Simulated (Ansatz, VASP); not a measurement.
# One calculation of ZnSe, two programs

```
Zn Se
1.0
     0.00000    2.85257    2.85257
     2.85257    0.00000    2.85257
     2.85257    2.85257    0.00000
Zn Se
1 1
Direct
  0.00000 0.00000 0.00000
  0.75000 0.75000 0.75000
```

Change from the starting cell: volume scaled by 1.02, crystal datasets.

Alike in both runs: task electric field gradients; functional PBE; k mesh 8 × 8 × 8; occupations fermi-dirac, width 0.03 eV; no spin polarisation.

|  | VASP | Ansatz |
| --- | --- | --- |
| version | VASP 6.6.1 | Ansatz 0.2.0 |
| potentials or method | VASP PAW PBE potentials, release 64 (Zn, Se), cutoff 520 eV | all-electron PAW with datasets made for the crystal, scalar-relativistic |

|  | VASP | Ansatz | Ansatz less VASP |
| --- | --- | --- | --- |
| gap on the k mesh at the Fermi level (eV) | 1.21 | 1.21 | +0.001 |
| pressure (GPa) | 1.1 | 0.9 | -0.21 |

Ansatz ran all-electron here, and VASP with PAW potentials.
